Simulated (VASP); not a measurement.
# AlN (base) (F-43m) in VASP: notebook

Runs on AlN (base). Level: PBE. Tasks: single point, relaxation of cell and atoms.

Program: VASP 6.6.1. These are calculated values, not measurements. Logs are shortened: lines on timing, memory, paths and dates and some standing lists are left out, and cuts for length are marked.

## Step 1: The cell of the first run

It takes space group F-43m (No. 216, cubic). The conventional cell has a = 4.403 Å, b = 4.403 Å, c = 4.403 Å, α = 90.00°, β = 90.00°, γ = 90.00°. Within 2.5 Å of Al (site symmetry -43m) lie 4 N at 1.91 Å. Within 2.5 Å of N (site symmetry -43m) lie 4 Al at 1.91 Å.

## Step 2: Single point, PBE

Input file INCAR:

```
SYSTEM = AlN
PREC = Accurate ; ENCUT = 600
EDIFF = 1E-6 ; ISMEAR = 0
SIGMA = 0.02 ; LREAL = .FALSE.
LASPH = .TRUE. ; NELM = 120
ALGO = Normal ; ISIF = 2
LWAVE = .FALSE. ; LCHARG = .TRUE.
GGA = PE ; LELF = .TRUE.
LVHAR = .TRUE. ; NBANDS = 11
GGA_COMPAT = .FALSE.
```

Input file KPOINTS:

```
Automatic mesh
0
G
  10 10 10
  0 0 0
```

Input file POSCAR:

```
AlN
1.0
    0.0000000000      2.2015870948      2.2015870948
    2.2015870948      0.0000000000      2.2015870948
    2.2015870948      2.2015870948      0.0000000000
Al N
1 1
Direct
    0.0000000000      0.0000000000      0.0000000000
    0.7500000000      0.7500000000      0.7500000000
```

Potentials or basis: VASP PAW PBE potentials, release 64 (Al, N).

The run is started by

```sh
cat potpaw_PBE.64/Al/POTCAR potpaw_PBE.64/N/POTCAR > POTCAR
mpirun -np 1 vasp_std > vasp.out
```

OUTCAR:

```text
SYSTEM = AlN
   PREC = Accurate
   ENCUT = 600
   EDIFF = 1E-6
   ISMEAR = 0
   LREAL = .FALSE.
   LASPH = .TRUE.
   NELM = 120
   ISIF = 2
   GGA = PE

 ion  position               nearest neighbor table
   1  0.000  0.000  0.000-   2 1.91   2 1.91   2 1.91   2 1.91
   2  0.750  0.750  0.750-   1 1.91   1 1.91   1 1.91   1 1.91

  LATTYP: Found a face centered cubic cell.
 ALAT       =     4.4031741896

  Lattice vectors:

 A1 = (   0.0000000000,   2.2015870948,   2.2015870948)
 A2 = (   2.2015870948,   0.0000000000,   2.2015870948)
 A3 = (   2.2015870948,   2.2015870948,   0.0000000000)

Analysis of symmetry for initial positions (statically):
=====================================================================
 Subroutine PRICEL returns:
 Original cell was already a primitive cell.

 Routine SETGRP: Setting up the symmetry group for a
 face centered cubic supercell.

 Subroutine GETGRP returns: Found 24 space group operations
 (whereof 24 operations were pure point group operations)
 out of a pool of 48 trial point group operations.

The static configuration has the point symmetry T_d .

Analysis of symmetry for dynamics (positions and initial velocities):
=====================================================================
 Subroutine PRICEL returns:
 Original cell was already a primitive cell.

 Routine SETGRP: Setting up the symmetry group for a
 face centered cubic supercell.

 Subroutine GETGRP returns: Found 24 space group operations
 (whereof 24 operations were pure point group operations)
 out of a pool of 48 trial point group operations.

The dynamic configuration has the point symmetry T_d .

 Subroutine INISYM returns: Found 24 space group operations
 (whereof 24 operations are pure point group operations),
 and found     1 'primitive' translations

----------------------------------------------------------------------------------------

                                     Primitive cell

  volume of cell :      21.3421

  direct lattice vectors                    reciprocal lattice vectors
     0.000000000  2.201587095  2.201587095    -0.227108889  0.227108889  0.227108889
     2.201587095  0.000000000  2.201587095     0.227108889 -0.227108889  0.227108889
     2.201587095  2.201587095  0.000000000     0.227108889  0.227108889 -0.227108889

  length of vectors
     3.113514328  3.113514328  3.113514328     0.393364135  0.393364135  0.393364135

  position of ions in fractional coordinates (direct lattice)
     0.000000000  0.000000000  0.000000000
     0.750000000  0.750000000  0.750000000

  ion indices of the primitive-cell ions
   primitive index   ion index
                 1           1
                 2           2

----------------------------------------------------------------------------------------

 KPOINTS: Automatic mesh

Automatic generation of k-mesh.
 Grid dimensions read from file:
 generate k-points for:   10   10   10

 Generating k-lattice:

  Cartesian coordinates                     Fractional coordinates (reciprocal lattice)
    -0.022710889  0.022710889  0.022710889     0.100000000  0.000000000  0.000000000
     0.022710889 -0.022710889  0.022710889     0.000000000  0.100000000  0.000000000
     0.022710889  0.022710889 -0.022710889     0.000000000  0.000000000  0.100000000

  Length of vectors
     0.039336414  0.039336414  0.039336414

  Shift w.r.t. Gamma in fractional coordinates (k-lattice)
     0.000000000  0.000000000  0.000000000

 Subroutine IBZKPT returns following result:
 ===========================================

 Found     47 irreducible k-points:

 Following reciprocal coordinates:
            Coordinates               Weight
  0.000000  0.000000  0.000000      1.000000
  0.100000  0.000000  0.000000      8.000000
  0.200000  0.000000  0.000000      8.000000
  0.300000  0.000000  0.000000      8.000000
  0.400000  0.000000  0.000000      8.000000
  0.500000  0.000000  0.000000      4.000000
[... 16 lines left out ...]
  0.300000  0.300000  0.000000      6.000000
  0.400000  0.300000  0.000000     24.000000
 [... further k-points ...]
   k-points           NKPTS =     47   k-points in BZ     NKDIM =     47   number of bands    NBANDS=     11
   number of dos      NEDOS =    301   number of ions     NIONS =      2
   total plane-waves  NPLWV =  21952
   dimension x,y,z NGX =    28 NGY =   28 NGZ =   28
   dimension x,y,z NGXF=    56 NGYF=   56 NGZF=   56
   ions per type =               1   1
   NGX,Y,Z   is equivalent  to a cutoff of  14.95, 14.95, 14.95 a.u.
   NGXF,Y,Z  is equivalent  to a cutoff of  29.90, 29.90, 29.90 a.u.
 SYSTEM =  AlN
   PREC   = accura    normal or accurate (medium, high low for compatibility)
   ISTART =      0    job   : 0-new  1-cont  2-samecut
   ICHARG =      2    charge: 1-file 2-atom 10-const
   ISPIN  =      1    spin polarized calculation?
   LNONCOLLINEAR =      F non collinear calculations
   LSORBIT =      F    spin-orbit coupling
   LASPH  =      T    aspherical Exc in radial PAW
   ENCUT  =  600.0 eV  44.10 Ry    6.64 a.u.   6.22  6.22  6.22*2*pi/ulx,y,z
   NELM   =    120;   NELMIN=  2; NELMDL= -5     # of ELM steps
   EDIFF  = 0.1E-05   stopping-criterion for ELM
   LREAL  =      F    real-space projection
   EDIFFG = 0.1E-04   stopping-criterion for IOM
   NSW    =      0    number of steps for IOM
   IBRION =     -1    ionic relax: 0-MD 1-quasi-New 2-CG
   NFREE  =      0    steps in history (QN), initial steepest desc. (CG)
   ISIF   =      2    stress and relaxation
   ISYM   =      2    0-nonsym 1-usesym 2-fastsym
   POTIM  = 0.5000    time-step for ionic-motion
   TEBEG  =    0.0;   TEEND  =   0.0 temperature during run
   PSTRESS=    0.0 pullay stress
   NELECT =       8.0000    total number of electrons
   NUPDOWN=      -1.0000    fix difference up-down
   EMIN   =  10.00;   EMAX   =-10.00  energy-range for DOS
   EFERMI =   0.00;   METHOD = LEGACY
   ISMEAR =     0;   SIGMA  =   0.02  broadening in eV -4-tet -1-fermi 0-gaus
   EFERMI_NEDOS =   21; number of points for ismear=-14 and -15
   IALGO  =     38    algorithm
   IMIX   =      4    mixing-type and parameters
     AMIX     =   0.40;   BMIX     =  1.00
     AMIX_MAG =   1.60;   BMIX_MAG =  1.00
  volume/ion in A,a.u.               =      10.67        72.01
  Fermi-wavevector in a.u.,A,eV,Ry     =   1.180390  2.230614 18.957286  1.393321
  Thomas-Fermi vector in A             =   2.316684
   LORBIT       =      0    0 simple, 1 ext, 2 COOP (PROOUT), +10 PAW based schemes
   GGA     = PE    functional components
   LHFCALC =     F    Hartree Fock is set to
   AEXX    =    0.0000 exact exchange contribution
   IVDW    =     0    specifies the selected vdW correction
   LEPSILON=     F    determine dielectric tensor
   LRPA    =     F    only Hartree local field effects (RPA)
 non-spin polarized calculation
 Gauss-broadening in eV      SIGMA  =   0.02
  energy-cutoff  :      600.00
  volume of cell :       21.34
 maximum number of plane-waves:       728
 NGX is ok and might be reduce to    28
   NGX = 13   NGY = 13   NGZ = 13

 number of electron       8.0000000 magnetization

 Free energy of the ion-electron system (eV)
  ---------------------------------------------------
  ext. energy  EPLUGINS =         0.00000000
  ---------------------------------------------------
  free energy    TOTEN  =       -14.84892104 eV

  energy without entropy =      -14.84892104  energy(sigma->0) =      -14.84892104

 E-fermi :   5.9284     XC(G=0): -10.8293

 val. band max:        5.7449291390   @ k =   0.0000   0.0000   0.0000
 cond. band min:       9.0500412812   @ k =   0.5000   0.5000   0.0000
 fundamental gap:      3.3051121421
 Fermi energy:         5.9284374451

 k-point     1 :       0.0000    0.0000    0.0000
  band No.  band energies     occupation
      1      -9.0983      2.00000
      2       5.7449      2.00000
      3       5.7449      2.00000
      4       5.7449      2.00000
      5       9.7294      0.00000
      6      18.0686      0.00000
      7      18.0686      0.00000
      8      18.0686      0.00000
      9      23.2414      0.00000
     10      23.2414      0.00000
     11      24.5968      0.00000

 k-point     2 :       0.1000    0.0000    0.0000
  band No.  band energies     occupation
      1      -8.9560      2.00000
      2       4.9339      2.00000
      3       5.6936      2.00000
      4       5.6936      2.00000
      5      10.3967      0.00000
      6      17.6814      0.00000
      7      18.1996      0.00000
      8      18.1996      0.00000
      9      22.0035      0.00000
     10      22.0035      0.00000
     11      23.8194      0.00000

 k-point     3 :       0.2000    0.0000    0.0000
  band No.  band energies     occupation
      1      -8.5518      2.00000
      2       3.3494      2.00000
      3       5.5656      2.00000
      4       5.5656      2.00000
      5      11.5219      0.00000
      6      16.8892      0.00000
      7      18.1492      0.00000
      8      18.1492      0.00000
      9      21.4633      0.00000
     10      21.4633      0.00000
     11      22.9430      0.00000

 k-point     4 :       0.3000    0.0000    0.0000
  band No.  band energies     occupation
      1      -7.9662      2.00000
      2       1.7366      2.00000
      3       5.4189      2.00000
      4       5.4189      2.00000
      5      12.3627      0.00000
      6      16.1505      0.00000
      7      17.5292      0.00000
      8      17.5292      0.00000
      9      22.4735      0.00000
     10      22.4735      0.00000
     11      22.7246      0.00000
[... 239 lines left out ...]
 k-point    22 :      -0.2000    0.2000    0.0000
  band No.  band energies     occupation
      1      -7.7739      2.00000
      2       2.0303      2.00000
      3       4.0808      2.00000
      4       5.4900      2.00000
      5      13.1236      0.00000
      6      15.5199      0.00000
      7      16.9228      0.00000
      8      18.0686      0.00000
      9      20.5193      0.00000
     10      23.8870      0.00000
     11      26.8205      0.00000

 k-point    23 :       0.3000    0.3000    0.0000
  band No.  band energies     occupation
      1      -7.6020      2.00000
      2       2.2613      2.00000
      3       4.5238      2.00000
      4       4.5238      2.00000
      5      10.9972      0.00000
      6      15.2766      0.00000
      7      17.3763      0.00000
      8      19.9736      0.00000
      9      19.9736      0.00000
     10      25.8924      0.00000
     11      29.1050      0.00000

 k-point    24 :       0.4000    0.3000    0.0000
  band No.  band energies     occupation
      1      -7.1563      2.00000
      2       1.6448      2.00000
      3       4.0691      2.00000
      4       4.3621      2.00000
      5      10.6069      0.00000
      6      15.1170      0.00000
      7      17.7151      0.00000
      8      20.0698      0.00000
      9      20.5613      0.00000
     10      26.7825      0.00000
     11      28.8936      0.00000

 [... further k-points ...]
[... 5 lines left out ...]
  --------------------------------------------------------------------------------------
  -------------------------------------------------------------------------------------
  Total       -0.0544469     -0.0544469     -0.0544469     -0.0000000     -0.0000000     -0.0000000
  in kB       -4.0873886     -4.0873886     -4.0873886     -0.0000000     -0.0000000     -0.0000000
  external PRESSURE =      -4.0873886 kB  Pullay stress =       0.0000000 kB

 VOLUME and BASIS-vectors are now :
 -----------------------------------------------------------------------------
  energy-cutoff  :      600.00
  volume of cell :       21.34
      direct lattice vectors                 reciprocal lattice vectors
     0.000000000  2.201587095  2.201587095    -0.227108889  0.227108889  0.227108889
     2.201587095  0.000000000  2.201587095     0.227108889 -0.227108889  0.227108889
     2.201587095  2.201587095  0.000000000     0.227108889  0.227108889 -0.227108889

 POSITION                                       TOTAL-FORCE (eV/Angst)
 -----------------------------------------------------------------------------------
      0.00000      0.00000      0.00000         0.000000      0.000000      0.000000
      3.30238      3.30238      3.30238        -0.000000     -0.000000     -0.000000
 -----------------------------------------------------------------------------------
    total drift:                               -0.000000     -0.000000     -0.000000

  FREE ENERGIE OF THE ION-ELECTRON SYSTEM (eV)
  ---------------------------------------------------
  free  energy   TOTEN  =       -14.8489210385 eV

  energy  without entropy=      -14.8489210385  energy(sigma->0) =      -14.84892104
```

Wall time 15 s (1 thread of AMD EPYC 7R43 (Zen 3), shared host); peak memory 0.12 GiB.

What came out:

* Free energy: -14.8489 eV
* Pressure: -0.4 GPa
* Band gap on the k mesh: 3.31 eV, indirect (least direct gap 3.98 eV)

A k mesh can miss the band edges. As with any semilocal functional, this PBE gap is likely too small.

## Step 3: Relaxation of cell and atoms, PBE

This run uses another cell than the first one, of 10.42 Å³/atom, 0.976 times its volume.

Input file INCAR:

```
PREC = Accurate ; ENCUT = 600
EDIFF = 1E-7 ; ISMEAR = 0
SIGMA = 0.02 ; LREAL = F
LASPH = T ; NELM = 120
ALGO = Normal ; ISIF = 3
LWAVE = F ; LCHARG = F
GGA = PE ; IBRION = 2
NSW = 100 ; EDIFFG = -0.002
GGA_COMPAT = F ; NELMIN = 4
```

Input file KPOINTS:

```
Automatic mesh
0
Gamma
  10 10 10
```

Input file POSCAR:

```
AlN
1.0
    0.0000000000      2.1839935596      2.1839935596
    2.1839935596      0.0000000000      2.1839935596
    2.1839935596      2.1839935596      0.0000000000
Al N
1 1
Direct
    0.0000000000      0.0000000000      0.0000000000
    0.7500000000      0.7500000000      0.7500000000
```

Potentials or basis: VASP PAW PBE potentials, release 64 (Al, N).

The run is started by

```sh
cat potpaw_PBE.64/Al/POTCAR potpaw_PBE.64/N/POTCAR > POTCAR
mpirun -np 1 vasp_std > vasp.out
```

Wall time 25 s (1 thread of AMD EPYC 7R43 (Zen 3), shared host); peak memory 0.12 GiB.

It converged, with:

```yaml
Free_energy: -14.8483 eV
Relaxed_volume: 10.65 Å³/atom
Relaxed_cell: a = 3.112 Å, b = 3.112 Å, c = 3.112 Å, α = 60.00°, β = 60.00°, γ = 60.00°
Space_group_after_relaxing_to_0.05_Å: F-43m (No. 216)
Energy_gained_by_relaxing: 3.2 meV/atom
Ionic_steps: 3
Pressure_after_relaxing: 0.0 GPa
Band_gap_on_the_k_mesh: 3.31 eV, indirect (least direct gap 4.00 eV)
```

The path:
```tsv
step	energy change (eV)	largest force (eV/Å)	pressure (GPa)	volume (Å³)
1	0.0000	0.0000	4.48	20.83
2	-0.0014	0.0000	-3.67	21.72
3	-0.0064	0.0000	0.00	21.30
```

Final structure:
```xyz
2
Lattice="0.0000 2.2002 2.2002 2.2002 0.0000 2.2002 2.2002 2.2002 0.0000" Properties=species:S:1:pos:R:3 pbc="T T T"
Al    0.0000    0.0000    0.0000
N     3.3003    3.3003    3.3003
```

Levels at points of the mesh, in eV from the valence-band top:
```
           k point  band 2  band 3  band 4  band 5  band 6  band 7
(0.00, 0.00, 0.00)    0.00    0.00    0.00    4.00   12.34   12.34
(0.50, 0.00, 0.00)   -5.76   -0.48   -0.48    7.18    9.71   11.01
(0.50, 0.50, 0.00)   -4.84   -1.75   -1.75    3.31    8.48   13.66
```

A k mesh can miss the band edges. A hybrid or GW would open this gap; PBE tends to underestimate it.
